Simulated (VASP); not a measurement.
Wanted: the native input for a VASP 6.6.1 run.

```
Task                               : single point
Functional                         : PBE0
Potentials or basis                : VASP PAW PBE potentials, release 64 (W_sv, S)
Cutoff                             : 520 eV
k mesh                             : 4 × 4 × 4
Occupations                        : fermi-dirac, width 0.05 eV
Spin                               : no spin polarisation
Dipole correction                  : no
Grid for exact exchange (PRECFOCK) : Normal
Further INCAR settings             : ALGO = Normal; EDIFF = 1e-06; NBANDS = 17
Share of exact exchange            : 0.25
```

WS:

```
CELL_PARAMETERS angstrom
3.44485 0.00000 0.00000
0.00000 3.44485 0.00000
0.00000 0.00000 3.44485
ATOMIC_POSITIONS crystal
W 0.50000 0.50000 0.50000
S 0.00000 0.00000 0.00000
```

One way to write it, as run:

POSCAR

```
WS
1.0
    3.4448484800      0.0000000000      0.0000000000
    0.0000000000      3.4448484800      0.0000000000
    0.0000000000      0.0000000000      3.4448484800
W S
1 1
Direct
    0.5000000000      0.5000000000      0.5000000000
    0.0000000000      0.0000000000      0.0000000000
```

INCAR.step1

```
SYSTEM = WS
PREC = Accurate ; ENCUT = 520
EDIFF = 1E-5 ; ISMEAR = -1
SIGMA = 0.05 ; LREAL = .FALSE.
LASPH = .TRUE. ; NELM = 80
ALGO = Normal ; ISIF = 2
LWAVE = .TRUE. ; LCHARG = .FALSE.
NBANDS = 17 ; GGA = PE
```

INCAR.step2

```
SYSTEM = WS
PREC = Accurate ; ENCUT = 520
EDIFF = 1E-6 ; ISMEAR = -1
SIGMA = 0.05 ; LREAL = .FALSE.
LASPH = .TRUE. ; NELM = 80
ALGO = Normal ; ISIF = 2
LWAVE = .FALSE. ; LCHARG = .FALSE.
GGA = PE ; LHFCALC = .TRUE.
AEXX = 0.25 ; PRECFOCK = Normal
NBANDS = 17 ; ISTART = 1
```

KPOINTS

```
regular mesh
0
G
  4 4 4
  0 0 0
```

Potentials or basis: VASP PAW PBE potentials, release 64 (W_sv, S).

Command:

```bash
$ cat potpaw_PBE.64/W_sv/POTCAR potpaw_PBE.64/S/POTCAR > POTCAR
$ cp INCAR.step1 INCAR
$ mpirun -np 1 vasp_std > vasp.out
$ cp INCAR.step2 INCAR
$ mpirun -np 1 vasp_std > vasp.out
```

It gave:

| Quantity | Value |
| --- | --- |
| Pressure | -39.6 GPa |
| Band gap on the k mesh | zero (bands 10 and 11 overlap by 3.26 eV) |

Caveat: the k points lie up to 0.46 Å⁻¹ apart, too coarse for converged energies and pressures of a metal; the PAW data sets were made with another functional, which shifts forces and pressure a little; spin-orbit coupling is left out, which moves the levels of the heavy elements.

Run time: 19 min on 1 thread of Intel(R) Xeon(R) Platinum 8488C (Sapphire Rapids) (shared host), peak memory 0.16 GiB.
